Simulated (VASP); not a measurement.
Write the native input for VASP 6.6.1 that does the following.

| Property | Result |
| --- | --- |
| Task | single point |
| Functional | PBEsol |
| Potentials or basis | VASP PAW PBE potentials, release 64 (Ta_pv) |
| Cutoff | 520 eV |
| k mesh | 9 × 9 × 3 |
| Occupations | gaussian, width 0.15 eV |
| Spin | no spin polarisation |
| Dipole correction | no |
| Further INCAR settings | LREAL = Auto; ALGO = Fast; EDIFF = 1e-06; NBANDS = 102 |

The structure of Ta lies in POSCAR:

```
Ta
1.0
   -4.9704540615      0.0000000000      0.0000000000
   -2.4852270307     -4.3045394856      0.0000000000
    0.0000000000      0.0000000000     16.7367392103
Ta
16
Direct
    0.3231711699      0.6768288301      0.5000000000
    0.3231711699      0.6768288301      0.0000000000
    0.6768288301      0.0000000000      0.0000000000
    0.6768288301      0.0000000000      0.5000000000
    0.0000000000      0.3231711699      0.5000000000
    0.0000000000      0.3231711699      0.0000000000
    0.6768288301      0.3231711699      0.2500000000
    0.6768288301      0.3231711699      0.7500000000
    0.3231711699      1.0000000000      0.2500000000
    0.3231711699      1.0000000000      0.7500000000
    0.0000000000      0.6768288301      0.2500000000
    0.0000000000      0.6768288301      0.7500000000
    0.6666666667      0.6666666667      0.3750000000
    0.6666666667      0.6666666667      0.8750000000
    0.3333333333      0.3333333333      0.1250000000
    0.3333333333      0.3333333333      0.6250000000
```

These files were run (other wordings do the same):

INCAR

```
ALGO     = Fast           # electronic algorithm
EDIFF    = 1E-6           # SCF threshold, eV
ENCUT    = 520            # plane-wave cutoff, eV
GGA      = PS             # functional
ISIF     = 2              # what is computed and relaxed
ISMEAR   = 0              # smearing method
LASPH    = True           # aspherical terms in the spheres
LCHARG   = False          # write CHGCAR
LREAL    = Auto         
LWAVE    = False          # write WAVECAR
NBANDS   = 102            # bands
NELM     = 100            # most SCF steps
PREC     = Accurate       # precision mode
SIGMA    = 0.15           # smearing width, eV
```

KPOINTS

```
k-points
0
Gamma
  9 9 3
```

Potentials or basis: VASP PAW PBE potentials, release 64 (Ta_pv).

Run with:

```bash
$ cat potpaw_PBE.64/Ta_pv/POTCAR > POTCAR
$ mpirun -np 1 vasp_std > vasp.out
```

Results of the run:

```json
{
 "Pressure": "0.2 GPa",
 "Band gap on the k mesh": "zero (bands 88 and 89 overlap by 0.51 eV)"
}
```

Caveat: the PAW data sets were made with another functional, which shifts forces and pressure a little; spin-orbit coupling is left out, which moves the levels of the heavy elements.

Run time: 30 min on 1 thread of Intel(R) Xeon(R) 6975P-C (Granite Rapids) (shared host), peak memory 0.77 GiB.
